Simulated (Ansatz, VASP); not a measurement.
**Sb in VASP and in Ansatz**

File INCAR:

```
  PREC = Accurate
  ENCUT = 520
  EDIFF = 1E-8
  ISMEAR = -1
  SIGMA = 0.03
  LREAL = F
  LASPH = T
  NELM = 60
  ALGO = Normal
  ISIF = 2
  LWAVE = F
  LCHARG = F
  LEFG = T
  NBANDS = 12
```

The input KPOINTS:

```
regular mesh
0
Gamma
  12 12 7
```

The input POSCAR:

```
Sb
1.0
    3.3234675684      0.0000000000      0.0000000000
   -1.6617337843      2.8782073429      0.0000000000
    0.0000000000      0.0000000000      5.2579641425
Sb
2
Direct
    0.3333333333      0.6666666667      0.2500000000
    0.6666666667      0.3333333333      0.7500000000
```

Input for Ansatz:

```yaml
crystal:
  lattice:
    - [3.3234675684, 0.0, 0.0]
    - [-1.6617337843, 2.8782073429, 0.0]
    - [0.0, 0.0, 5.2579641425]
  atoms:
    - { symbol: Sb, position: [0.3333333333, 0.6666666667, 0.25] }
    - { symbol: Sb, position: [0.6666666667, 0.3333333333, 0.75] }
kpoints:
  mp_grid: { grid: [12, 12, 7] }
scf:
  occupations: { method: fermi_dirac, width: 0.03 }
hamiltonian:
  xc: lda
  pseudopotentials: { kind: all_electron, datasets: crystal }
output:
  forces: true
  stress: true
  eigenvalues: true
  efg: { contact_densities: true }
```

Change from the starting cell: volume scaled by 0.96, crystal datasets.

Alike in both runs: task electric field gradients; functional LDA; k mesh 12 × 12 × 7; occupations fermi-dirac, width 0.03 eV; no spin polarisation.

|  | VASP | Ansatz |
| --- | --- | --- |
| version | VASP 6.6.1 | Ansatz 0.2.0 |
| potentials or method | VASP PAW LDA potentials, release 64 (Sb), cutoff 520 eV | all-electron PAW with datasets made for the crystal, scalar-relativistic |

Ansatz gave:

```
pressure (GPa)                                                : 1.6
traceless stress, the component that is largest in VASP (GPa) : -1.09
size of Vzz on the site where it differs most (V/Å²)          : 24.2
```

**Question.** Estimate VASP's values.

**Answer.** Pressure (GPa): 1.7; traceless stress, the component that is largest in VASP (GPa): -1.09; size of Vzz on the site where it differs most (V/Å²): 21.7.

LDA's correlation is that of Perdew and Zunger in VASP and of Perdew and Wang (1992) in Ansatz. Ansatz ran all-electron here, and VASP with PAW potentials.

Spin-orbit coupling is off throughout.
